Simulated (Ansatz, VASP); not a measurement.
**One calculation of Be2Se, two programs**

INCAR

```
SYSTEM = Be2Se
ALGO = Normal
EDIFF = 1E-6
EDIFFG = -0.025
ENCUT = 600
GGA = PE
IBRION = 2
ISIF = 3
ISMEAR = 0
LASPH = .True.
LCHARG = .False.
LREAL = .False.
LWAVE = .False.
NELM = 100
NSW = 80
PREC = Accurate
SIGMA = 0.2
```

KPOINTS

```
k-points
0
Gamma
  6 6 2
  0 0 0
```

The input POSCAR:

```
Be2Se
1.0
    3.5217483306     -0.0606962270     -0.0595626248
   -0.0606962270      3.5432993791     -0.0216824568
   -0.1946821782     -0.0708697432     11.2658116200
Be Se
6 3
Direct
    0.4729456920     -0.0014427332      0.6560890429
   -0.0060484284      0.0570339039      0.4973370921
    0.0104502324      0.4585524849      0.3656985065
    0.4650773017      0.4840990510      0.5093312606
    0.3914677917      0.0149249448      0.0957938235
    0.0254010379      0.5208683310      0.8750145546
    0.5362984285      0.5290847368      0.7604090250
    0.5294969890      0.4328852576      0.2394278476
    0.0749109553      0.0039940233      0.0008988474
```

Input for Ansatz:

```yaml
crystal:
  lattice:
    - [3.5217483306, -0.060696227, -0.0595626248]
    - [-0.060696227, 3.5432993791, -0.0216824568]
    - [-0.1946821782, -0.0708697432, 11.26581162]
  atoms:
    - { symbol: Be, position: [0.472945692, -0.0014427332, 0.6560890429] }
    - { symbol: Be, position: [-0.0060484284, 0.0570339039, 0.4973370921] }
    - { symbol: Be, position: [0.0104502324, 0.4585524849, 0.3656985065] }
    - { symbol: Be, position: [0.4650773017, 0.484099051, 0.5093312606] }
    - { symbol: Be, position: [0.3914677917, 0.0149249448, 0.0957938235] }
    - { symbol: Be, position: [0.0254010379, 0.520868331, 0.8750145546] }
    - { symbol: Se, position: [0.5362984285, 0.5290847368, 0.760409025] }
    - { symbol: Se, position: [0.529496989, 0.4328852576, 0.2394278476] }
    - { symbol: Se, position: [0.0749109553, 0.0039940233, 0.0008988474] }
basis:
  ecutwfc: 420
kpoints:
  mp_grid: { grid: [6, 6, 2] }
hamiltonian:
  xc: pbe
scf:
  occupations: { method: gaussian, width: 0.2 }
  lower_state_search: "off"
output:
  forces: true
  stress: true
  eigenvalues: true
relax:
  adjacent_minimum: "off"
  f_tol: 0.025
  max_steps: 60
  cell: { stress_tol: 0.25 }
```

Change from the starting cell: cell x1, atoms moved at random (sigma 0.15 Å) and cell strained at random (1.5 %), then relaxed without symmetry.

Alike in both runs: task relaxation of cell and atoms; functional PBE; k mesh 6 × 6 × 2; occupations gaussian, width 0.2 eV; no spin polarisation.

```csv
,VASP,Ansatz
version,VASP 6.6.1,Ansatz 0.2.0
potentials or method,"VASP PAW PBE potentials, release 64 (Be, Se), cutoff 600 eV","scalar-relativistic, plane waves, PAW"
valence electrons in the cell,30,60
```

|  | VASP | Ansatz | Ansatz less VASP |
| --- | --- | --- | --- |
| gap on the k mesh at the Fermi level, each at its own relaxed structure (eV) | none | none | - |
| relaxed volume (Å³/atom) | 15.09 | 15.06 | -0.025 |
| relaxed cell length with the largest relative difference (Å) | 3.480 | 3.476 | -0.0042 |

A gap of «none» marks a metal or a gap that the smearing closes. VASP's potentials hold 30 valence electrons a cell and Ansatz's 60, so a difference there can come from the potentials and not from the codes.
